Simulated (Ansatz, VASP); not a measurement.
**Two plane-wave programs on Li5NbO5**

The input POSCAR:

```
Li5NbO5
1.0
    4.8361161661     -2.0050601294      0.0023368330
    4.8361161661      2.0050601294      0.0023368330
   -1.8660105163      0.0000000000      5.4785718662
Li Nb O
5 1 5
Direct
    0.7125211951      0.7125211951      0.3443682403
    0.6909067330      0.6909067330      0.8616028655
    0.0000000000      0.0000000000      0.5000000000
    0.3090932670      0.3090932670      0.1383971345
    0.2874788049      0.2874788049      0.6556317597
    0.0000000000      0.0000000000      0.0000000000
    0.8537799533      0.8537799533      0.1737288567
    0.8423584656      0.8423584656      0.6820998110
    0.5000000000      0.5000000000      0.0000000000
    0.1576415344      0.1576415344      0.3179001890
    0.1462200467      0.1462200467      0.8262711433
```

File INCAR.step1:

```
ALGO = Normal ; EDIFF = 1E-4
ENCUT = 520 ; GGA = PE
ISMEAR = 0 ; LASPH = True
LCHARG = False ; LREAL = False
LWAVE = True ; NBANDS = 40
NELM = 80 ; PREC = Accurate
SIGMA = 0.02
```

INCAR.step2

```
ALGO = Normal ; EDIFF = 1E-7
ENCUT = 520 ; ISIF = 2
ISMEAR = 0 ; ISTART = 1
LASPH = True ; LCHARG = False
LMIXTAU = True ; LREAL = False
LWAVE = False ; METAGGA = R2SCAN
NBANDS = 40 ; NELM = 80
PREC = Accurate ; SIGMA = 0.02
```

Contents of KPOINTS:

```
k-points
0
Gamma
  6 6 4
```

Input for Ansatz:

```yaml
crystal:
  lattice:
    - [4.8361161661, -2.0050601294, 0.002336833]
    - [4.8361161661, 2.0050601294, 0.002336833]
    - [-1.8660105163, 0.0, 5.4785718662]
  atoms:
    - { symbol: Li, position: [0.7125211951, 0.7125211951, 0.3443682403] }
    - { symbol: Li, position: [0.690906733, 0.690906733, 0.8616028655] }
    - { symbol: Li, position: [0.0, 0.0, 0.5] }
    - { symbol: Li, position: [0.309093267, 0.309093267, 0.1383971345] }
    - { symbol: Li, position: [0.2874788049, 0.2874788049, 0.6556317597] }
    - { symbol: Nb, position: [0.0, 0.0, 0.0] }
    - { symbol: O, position: [0.8537799533, 0.8537799533, 0.1737288567] }
    - { symbol: O, position: [0.8423584656, 0.8423584656, 0.682099811] }
    - { symbol: O, position: [0.5, 0.5, 0.0] }
    - { symbol: O, position: [0.1576415344, 0.1576415344, 0.317900189] }
    - { symbol: O, position: [0.1462200467, 0.1462200467, 0.8262711433] }
basis:
  ecutwfc: 500
kpoints:
  mp_grid: { grid: [6, 6, 4] }
  band_path:
    path:
      - [[0.0, 0.0, 0.0], [-0.29794312, 0.29794312, 0.0]]
      - [[-0.70205688, -0.29794312, 0.0], [-0.5, -0.5, 0.0], [0.0, 0.0, 0.0], [-0.5, -0.5, 0.5], [-0.72785262, -0.27214738, 0.5]]
      - [[-0.27214738, 0.27214738, 0.5], [0.0, 0.0, 0.5], [0.0, 0.0, 0.0]]
      - [[-0.5, 0.0, 0.5], [0.0, 0.0, 0.0], [-0.5, 0.0, 0.0]]
    npoints: 10
hamiltonian:
  xc: r2scan
scf:
  occupations: { method: gaussian, width: 0.02 }
  n_extra_bands: 27
output:
  forces: true
  stress: true
  eigenvalues: true
  populations: true
  dos: { projected: true, de: 0.02, nscf_kmesh: { grid: [9, 9, 6] } }
  bader: false
  write_density: true
  write_potential: true
  elf: true
  volumetric_format: npy
```

Alike in both runs: task single point; functional r2SCAN; k mesh 6 × 6 × 4; occupations gaussian, width 0.02 eV; no spin polarisation.

```csv
,VASP,Ansatz
version,VASP 6.6.1,Ansatz 0.2.0
potentials or method,"VASP PAW PBE potentials, release 64 (Li_sv, Nb_sv, O), cutoff 520 eV","scalar-relativistic, plane waves, PAW"
valence electrons in the cell,58,58
```

Ansatz gave:

- gap on the k mesh at the Fermi level (eV): 3.64
- least direct gap on the mesh (eV): 3.69
- rms of the force components (eV/Å): 0.002

**Question.** Estimate VASP's values.

**Answer.** gap on the k mesh at the Fermi level (eV): 3.62; least direct gap on the mesh (eV): 3.68; rms of the force components (eV/Å): 0.016.

VASP's potentials were made for PBE, not for r2SCAN. Atom by atom the forces differ by 0.015 eV/Å (rms over components).

Noted on VASP's run: the cutoff is under 1.25 times that of the potentials, so the pressure is a little rough.
